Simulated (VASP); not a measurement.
# MoS2 (lda) (P6_3/mmc) in VASP: a series of runs

Runs on MoS2 (lda). Level: LDA. Tasks: relaxation of cell and atoms, single point.

Program: VASP 6.6.1. These are calculated values, not measurements. Logs are shortened: lines on timing, memory, paths and dates and some standing lists are left out, and cuts for length are marked.

**1. The cell of the first run**

The structure is hexagonal, space group P6_3/mmc (No. 194). The conventional cell has a = 3.122 Å, b = 3.122 Å, c = 12.079 Å, α = 90.00°, β = 90.00°, γ = 120.00°. Within 3.1 Å of Mo (site symmetry -6m2) lie 6 S at 2.38 Å. S (site symmetry 3m) has 3 Mo at 2.38 Å within 3.1 Å.

**2. Relaxation of cell and atoms, LDA**

Contents of INCAR:

```
ALGO = Normal ; EDIFF = 1E-7
EDIFFG = -0.002 ; ENCUT = 600
IBRION = 2 ; ISIF = 3
ISMEAR = 0 ; LASPH = True
LCHARG = False ; LREAL = False
LWAVE = False ; NELM = 100
NSW = 100 ; PREC = Accurate
SIGMA = 0.02
```

Contents of KPOINTS:

```
k-points
0
Gamma
  12 12 4
```

Contents of POSCAR:

```
MoS2
1.0
    3.1221955730      0.0000000028      0.0000000000
   -1.5610977889      2.7039006804      0.0000000000
    0.0000000000      0.0000000000     12.0794276174
Mo S
2 4
Direct
    0.6666666667      0.3333333333      0.2500000000
    0.3333333333      0.6666666667      0.7500000000
    0.6666666667      0.3333333333      0.6213369710
    0.3333333333      0.6666666667      0.3786630290
    0.6666666667      0.3333333333      0.8786630290
    0.3333333333      0.6666666667      0.1213369710
```

Potentials or basis: VASP PAW LDA potentials, release 64 (Mo_sv, S).

Run with:

```
$ cat potpaw_LDA.64/Mo_sv/POTCAR potpaw_LDA.64/S/POTCAR > POTCAR
$ mpirun -np 1 vasp_std > vasp.out
```

OUTCAR:

```text
EDIFF = 1E-7
   EDIFFG = -0.002
   ENCUT = 600
   IBRION = 2
   ISIF = 3
   ISMEAR = 0
   LASPH = True
   LREAL = False
   NELM = 100
   NSW = 100
   PREC = Accurate

 ion  position               nearest neighbor table
   1  0.667  0.333  0.250-   4 2.38   6 2.38   4 2.38   6 2.38   4 2.38   6 2.38
   2  0.333  0.667  0.750-   3 2.38   5 2.38   3 2.38   5 2.38   3 2.38   5 2.38
   3  0.667  0.333  0.621-   2 2.38   2 2.38   2 2.38
   4  0.333  0.667  0.379-   1 2.38   1 2.38   1 2.38
   5  0.667  0.333  0.879-   2 2.38   2 2.38   2 2.38
   6  0.333  0.667  0.121-   1 2.38   1 2.38   1 2.38

  LATTYP: Found a hexagonal cell.
 ALAT       =     3.1221955730
 C/A-ratio  =     3.8688888428

  Lattice vectors:

 A1 = (   3.1221955730,   0.0000000028,   0.0000000000)
 A2 = (  -1.5610977889,   2.7039006804,   0.0000000000)
 A3 = (   0.0000000000,   0.0000000000,  12.0794276174)

Analysis of symmetry for initial positions (statically):
=====================================================================
 Subroutine PRICEL returns:
 Original cell was already a primitive cell.

 Routine SETGRP: Setting up the symmetry group for a
 hexagonal supercell.

 Subroutine GETGRP returns: Found 24 space group operations
 (whereof 12 operations were pure point group operations)
 out of a pool of 24 trial point group operations.

The static configuration has the point symmetry D_3d.
 The point group associated with its full space group is D_6h.

Analysis of symmetry for dynamics (positions and initial velocities):
=====================================================================
 Subroutine PRICEL returns:
 Original cell was already a primitive cell.

 Routine SETGRP: Setting up the symmetry group for a
 hexagonal supercell.

 Subroutine GETGRP returns: Found 24 space group operations
 (whereof 12 operations were pure point group operations)
 out of a pool of 24 trial point group operations.

The dynamic configuration has the point symmetry D_3d.
 The point group associated with its full space group is D_6h.

 Subroutine INISYM returns: Found 24 space group operations
 (whereof 12 operations are pure point group operations),
 and found     1 'primitive' translations

----------------------------------------------------------------------------------------

                                     Primitive cell

  volume of cell :     101.9758

  direct lattice vectors                    reciprocal lattice vectors
     3.122195573  0.000000003  0.000000000     0.320287431  0.184918035  0.000000000
    -1.561097789  2.703900680  0.000000000    -0.000000000  0.369836069  0.000000000
     0.000000000  0.000000000 12.079427617     0.000000000  0.000000000  0.082785380

  length of vectors
     3.122195573  3.122195573 12.079427617     0.369836069  0.369836069  0.082785380

  position of ions in fractional coordinates (direct lattice)
     0.666666667  0.333333333  0.250000000
     0.333333333  0.666666667  0.750000000
     0.666666667  0.333333333  0.621336971
     0.333333333  0.666666667  0.378663029
     0.666666667  0.333333333  0.878663029
     0.333333333  0.666666667  0.121336971

  ion indices of the primitive-cell ions
   primitive index   ion index
                 1           1
                 2           2
                 3           3
                 4           4
                 5           5
                 6           6

----------------------------------------------------------------------------------------

 KPOINTS: k-points

Automatic generation of k-mesh.
 Grid dimensions read from file:
 generate k-points for:   12   12    4

 Generating k-lattice:

  Cartesian coordinates                     Fractional coordinates (reciprocal lattice)
     0.026690619  0.015409836  0.000000000     0.083333333  0.000000000  0.000000000
    -0.000000000  0.030819672  0.000000000    -0.000000000  0.083333333  0.000000000
     0.000000000  0.000000000  0.020696345     0.000000000  0.000000000  0.250000000

  Length of vectors
     0.030819672  0.030819672  0.020696345

  Shift w.r.t. Gamma in fractional coordinates (k-lattice)
     0.000000000  0.000000000  0.000000000

 Subroutine IBZKPT returns following result:
 ===========================================

 Found     57 irreducible k-points:

 Following reciprocal coordinates:
            Coordinates               Weight
  0.000000  0.000000  0.000000      1.000000
  0.083333 -0.000000  0.000000      6.000000
  0.166667 -0.000000  0.000000      6.000000
  0.250000 -0.000000  0.000000      6.000000
  0.333333 -0.000000  0.000000      6.000000
  0.416667 -0.000000  0.000000      6.000000
[... 16 lines left out ...]
  0.250000 -0.000000  0.250000     12.000000
  0.333333 -0.000000  0.250000     12.000000
 [... further k-points ...]
   k-points           NKPTS =     57   k-points in BZ     NKDIM =     57   number of bands    NBANDS=     31
   number of dos      NEDOS =    301   number of ions     NIONS =      6
   total plane-waves  NPLWV =  76832
   dimension x,y,z NGX =    28 NGY =   28 NGZ =   98
   dimension x,y,z NGXF=    56 NGYF=   56 NGZF=  196
   ions per type =               2   4
   NGX,Y,Z   is equivalent  to a cutoff of  14.91, 14.91, 13.49 a.u.
   NGXF,Y,Z  is equivalent  to a cutoff of  29.82, 29.82, 26.97 a.u.
 SYSTEM =  unknown system
   PREC   = accura    normal or accurate (medium, high low for compatibility)
   ISTART =      0    job   : 0-new  1-cont  2-samecut
   ICHARG =      2    charge: 1-file 2-atom 10-const
   ISPIN  =      1    spin polarized calculation?
   LNONCOLLINEAR =      F non collinear calculations
   LSORBIT =      F    spin-orbit coupling
   LASPH  =      T    aspherical Exc in radial PAW
   ENCUT  =  600.0 eV  44.10 Ry    6.64 a.u.   6.24  6.24 24.13*2*pi/ulx,y,z
   NELM   =    100;   NELMIN=  2; NELMDL= -5     # of ELM steps
   EDIFF  = 0.1E-06   stopping-criterion for ELM
   LREAL  =      F    real-space projection
   EDIFFG = -.2E-02   stopping-criterion for IOM
   NSW    =    100    number of steps for IOM
   IBRION =      2    ionic relax: 0-MD 1-quasi-New 2-CG
   NFREE  =      1    steps in history (QN), initial steepest desc. (CG)
   ISIF   =      3    stress and relaxation
   ISYM   =      2    0-nonsym 1-usesym 2-fastsym
   POTIM  = 0.5000    time-step for ionic-motion
   TEBEG  =    0.0;   TEEND  =   0.0 temperature during run
   PSTRESS=    0.0 pullay stress
   NELECT =      52.0000    total number of electrons
   NUPDOWN=      -1.0000    fix difference up-down
   EMIN   =  10.00;   EMAX   =-10.00  energy-range for DOS
   EFERMI =   0.00;   METHOD = LEGACY
   ISMEAR =     0;   SIGMA  =   0.02  broadening in eV -4-tet -1-fermi 0-gaus
   EFERMI_NEDOS =   21; number of points for ismear=-14 and -15
   IALGO  =     38    algorithm
   IMIX   =      4    mixing-type and parameters
     AMIX     =   0.40;   BMIX     =  1.00
     AMIX_MAG =   1.60;   BMIX_MAG =  1.00
  volume/ion in A,a.u.               =      17.00       114.69
  Fermi-wavevector in a.u.,A,eV,Ry     =   1.307907  2.471586 23.274410  1.710621
  Thomas-Fermi vector in A             =   2.438610
   LORBIT       =      0    0 simple, 1 ext, 2 COOP (PROOUT), +10 PAW based schemes
   GGA     = CA    functional components
   LHFCALC =     F    Hartree Fock is set to
   AEXX    =    0.0000 exact exchange contribution
   IVDW    =     0    specifies the selected vdW correction
   LEPSILON=     F    determine dielectric tensor
   LRPA    =     F    only Hartree local field effects (RPA)
 conjugate gradient relaxation of ions
 non-spin polarized calculation
 Gauss-broadening in eV      SIGMA  =   0.02
  energy-cutoff  :      600.00
  volume of cell :      101.98
 maximum number of plane-waves:      3432
 NGX is ok and might be reduce to    28
   NGX = 13   NGY = 13   NGZ = 49

--------------------------------------- Ionic step        1  -------------------------------------------

 number of electron      52.0000000 magnetization

 Free energy of the ion-electron system (eV)
  ---------------------------------------------------
  ext. energy  EPLUGINS =         0.00000000
  ---------------------------------------------------
  free energy    TOTEN  =       -48.95982921 eV

  energy without entropy =      -48.95982921  energy(sigma->0) =      -48.95982921

------------------------ aborting loop because EDIFF is reached ----------------------------------------

  FORCE on cell =-STRESS in cart. coord.  units (eV):
  Direction    XX          YY          ZZ          XY          YZ          ZX
  --------------------------------------------------------------------------------------
  -------------------------------------------------------------------------------------
  Total        0.1074517      0.1074517      0.0722671      0.0000000      0.0000000      0.0000000
  in kB        1.6882101      1.6882101      1.1354126      0.0000000      0.0000000      0.0000000
  external PRESSURE =       1.5039443 kB  Pullay stress =       0.0000000 kB
[... 101 lines left out ...]
  FREE ENERGIE OF THE ION-ELECTRON SYSTEM (eV)
  ---------------------------------------------------
  free  energy   TOTEN  =       -48.9598756695 eV

  energy  without entropy=      -48.9598756695  energy(sigma->0) =      -48.95987567

[... ionic steps 4 to 14 ...]

--------------------------------------- Ionic step       15  -------------------------------------------

 number of electron      51.9999999 magnetization

------------------------ aborting loop because EDIFF is reached ----------------------------------------

  FORCE on cell =-STRESS in cart. coord.  units (eV):
  Direction    XX          YY          ZZ          XY          YZ          ZX
  --------------------------------------------------------------------------------------
  -------------------------------------------------------------------------------------
  Total       -0.0008496     -0.0008496     -0.0187892     -0.0000000      0.0000000      0.0000000
  in kB       -0.0133388     -0.0133388     -0.2949946     -0.0000000      0.0000000      0.0000000
  external PRESSURE =      -0.1072241 kB  Pullay stress =       0.0000000 kB
[... 65 lines left out ...]
  energy  without entropy=      -48.9598851269  energy(sigma->0) =      -48.95988513

--------------------------------------- Ionic step       17  -------------------------------------------

 number of electron      51.9999999 magnetization

 Free energy of the ion-electron system (eV)
  ---------------------------------------------------
  ext. energy  EPLUGINS =         0.00000000
  ---------------------------------------------------
  free energy    TOTEN  =       -48.95988608 eV

  energy without entropy =      -48.95988608  energy(sigma->0) =      -48.95988608

 E-fermi :   8.2013     XC(G=0): -11.3756

 val. band max:        8.0515347681   @ k =   0.0000   0.0000   0.0000
 cond. band min:       8.7900033614   @ k =   0.1667   0.1667   0.0000
 fundamental gap:      0.7384685933
 Fermi energy:         8.2013258419

 k-point     1 :       0.0000    0.0000    0.0000
  band No.  band energies     occupation
      1     -53.1287      2.00000
      2     -53.1287      2.00000
      3     -27.5212      2.00000
      4     -27.5211      2.00000
      5     -27.2317      2.00000
      6     -27.2317      2.00000
[... 805 lines left out ...]
     30      10.0120      0.00000
     31      10.7096      0.00000

 [... further k-points ...]
[... 5 lines left out ...]
  --------------------------------------------------------------------------------------
  -------------------------------------------------------------------------------------
  Total       -0.0055269     -0.0055269     -0.0098682     -0.0000000      0.0000000     -0.0000000
  in kB       -0.0867755     -0.0867755     -0.1549383     -0.0000000      0.0000000     -0.0000000
  external PRESSURE =      -0.1094965 kB  Pullay stress =       0.0000000 kB
[... 21 lines left out ...]
  FREE ENERGIE OF THE ION-ELECTRON SYSTEM (eV)
  ---------------------------------------------------
  free  energy   TOTEN  =       -48.9598860786 eV

  energy  without entropy=      -48.9598860786  energy(sigma->0) =      -48.95988608

 reached required accuracy - stopping structural energy minimisation
```

Wall time 21 min (1 thread of Intel Xeon Platinum 8488C (Sapphire Rapids), shared host); peak memory 0.34 GiB.

Results:

```
Free energy                            : -48.9599 eV
Relaxed volume                         : 17.01 Å³/atom
Relaxed cell                           : a = 3.124 Å, b = 3.124 Å, c = 12.077 Å, α = 90.00°, β = 90.00°, γ = 120.00°
Space group after relaxing (to 0.05 Å) : P6_3/mmc (No. 194)
Energy gained by relaxing              : 0.0 meV/atom
Ionic steps                            : 17
Pressure after relaxing                : 0.0 GPa
Band gap on the k mesh                 : 0.74 eV, indirect (least direct gap 1.77 eV)
```

Final structure:
```
Mo S
1.0
     3.12357    0.00000    0.00000
    -1.56179    2.70509    0.00000
     0.00000    0.00000   12.07699
Mo S
2 4
Direct
  0.66667 0.33333 0.25000
  0.33333 0.66667 0.75000
  0.66667 0.33333 0.62129
  0.33333 0.66667 0.37871
  0.66667 0.33333 0.87871
  0.33333 0.66667 0.12129
```

Levels at points of the mesh, in eV from the valence-band top:
| k point | band 23 | band 24 | band 25 | band 26 | band 27 | band 28 | band 29 | band 30 |
| --- | --- | --- | --- | --- | --- | --- | --- | --- |
| (0.00, 0.00, 0.00) | -2.21 | -1.40 | -1.14 | 0.00 | 2.14 | 2.14 | 2.17 | 2.17 |
| (0.50, 0.00, 0.00) | -1.76 | -1.53 | -1.51 | -1.39 | 1.66 | 1.71 | 2.02 | 2.37 |
| (0.00, 0.00, 0.50) | -2.23 | -2.23 | -0.29 | -0.29 | 2.14 | 2.14 | 2.14 | 2.14 |
| (0.50, 0.00, 0.50) | -1.64 | -1.64 | -1.45 | -1.45 | 1.68 | 1.68 | 2.21 | 2.21 |

[end of part 1 of 3]
